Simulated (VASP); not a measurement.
Runs of VASP 6.6.1 on HfAs3. The structure is that of space group Im-3m (No. 229), or close to it. The cells are those of the table. 

```tsv
task	cell	k mesh	cutoff (eV)	gap on the mesh (eV)	pressure (GPa)	relaxed volume (Å³/atom)
relaxation of cell and atoms	relaxed from a = 4.802 Å, angles 109.5°, 4 atoms	12 × 12 × 12	600	none	0.0	21.19
relaxation of cell and atoms	relaxed from a = 4.259 Å, angles 109.5°, 4 atoms	6 × 6 × 6	600	none	0.0	21.30
single point	a = 4.259 Å, angles 109.5°, 4 atoms	6 × 6 × 6	520	none	(a)	-
single point	a = 4.802 Å, angles 109.5°, 4 atoms	6 × 6 × 6	520	none	0.0	-
single point	a = 4.795 Å, angles 109.5°, 4 atoms	12 × 12 × 12	520	none	-0.1	-
```

Alike in all rows: level PBE; potentials or basis VASP PAW PBE potentials, release 64 (Hf_pv, As); no spin polarisation; smearing gaussian 0.1 eV.

Estimate the missing entries.

(a) 71.6.

Caveats: spin-orbit coupling is left out, which moves the levels of the heavy elements; the volume moved by over 15 % at a fixed basis, so the end points are rough (some runs).

A k mesh can miss the band edges, and the runs leave out spin-orbit coupling on As, Hf.

A gap of «none» marks levels without a gap at the run's occupations.
